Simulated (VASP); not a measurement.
SiBi2Te5:

```
CELL_PARAMETERS angstrom
7.14549 0.00000 0.00000
0.00000 7.14549 0.00000
0.00000 0.00000 5.73213
ATOMIC_POSITIONS crystal
Si 0.00000 0.00000 0.98457
Bi 0.50000 0.00000 0.84793
Bi 0.00000 0.50000 0.84793
Te 0.21940 0.21940 0.22392
Te 0.78060 0.78060 0.22392
Te 0.78060 0.21940 0.22392
Te 0.21940 0.78060 0.22392
Te 0.00000 0.00000 0.50419
```

The cell was generated, and may not be a known phase.

| Quantity | Value |
| --- | --- |
| Program | VASP 6.6.1 |
| Task | relaxation of cell and atoms |
| Functional | PBE |
| Potentials or basis | VASP PAW PBE potentials, release 64 (Si, Bi_d, Te) |
| Cutoff | 600 eV |
| k mesh | 3 × 3 × 3 |
| Occupations | gaussian, width 0.2 eV |
| Spin | no spin polarisation |

At the start: pressure 7.4 GPa; volume 36.58 Å³/atom.

Question: How do energy, volume and symmetry change on relaxing?

Answer: Over 25 steps the energy falls by 764.8 meV/atom and the volume is 44.46 Å³/atom (+21.5 %); space group P4mm (No. 99, to 0.1 Å) before and after.

The path:
```
step  energy change (eV)  largest force (eV/Å)  pressure (GPa)  volume (Å³)
   1              0.0000                6.3994            7.40       292.67
   2             -2.2899                1.8957           -4.03       370.26
   3             -2.4977                2.1755           -2.50       346.49
   4             -3.9400                1.8989           -1.60       330.50
   5             -1.3229               19.5198           12.18       285.00
   6             -4.4741                2.9037           -0.39       319.72
   7             -4.5570                6.9801            3.48       303.23
   8             -4.7380                4.4984            1.24       311.29
   9             -5.4754                1.9655            1.75       309.61
  10             -5.6690                0.6129            2.60       308.20
  11             -5.8622                0.7764            0.33       324.48
  12             -5.8720                0.9060           -0.26       329.62
  13             -5.9096                0.7800           -0.24       330.73
  14             -5.9980                0.3627           -0.13       334.02
  15             -6.0606                0.6444            0.34       340.29
  16             -6.0887                0.2423            0.11       344.66
  17             -6.0932                0.2577           -0.04       347.80
  18             -6.0933                0.2228           -0.02       347.39
  19             -6.0965                0.2175            0.04       347.61
  20             -6.1037                0.1988            0.21       348.27
  21             -6.1061                0.1487            0.56       349.52
  22             -6.1072                0.1666            0.43       349.09
  23             -6.1089                0.1570            0.40       349.75
  24             -6.1132                0.1272            0.32       351.73
  25             -6.1187                0.0767            0.16       355.70
```

Final structure:
```
Si Bi Te
1.0
     7.28702    0.00000    0.00000
     0.00000    7.28702    0.00000
     0.00000    0.00000    6.69860
Si Bi Te
1 2 5
Direct
  0.00000 0.00000 0.03749
  0.50000 0.00000 0.89884
  0.00000 0.50000 0.89884
  0.25414 0.25414 0.14454
  0.74586 0.74586 0.14454
  0.74586 0.25414 0.14454
  0.25414 0.74586 0.14454
  0.00000 0.00000 0.66694
```

Caveat: the k points lie up to 0.31 Å⁻¹ apart in the final cell; the volume moved by over 15 % at a fixed basis, so the end points are rough; this functional lacks dispersion, which binds layers or chains, so the pressure and a relaxed spacing across them are unreliable; the relaxation stopped at a loose force limit of 0.08 eV/Å, so its end isn't a converged minimum.
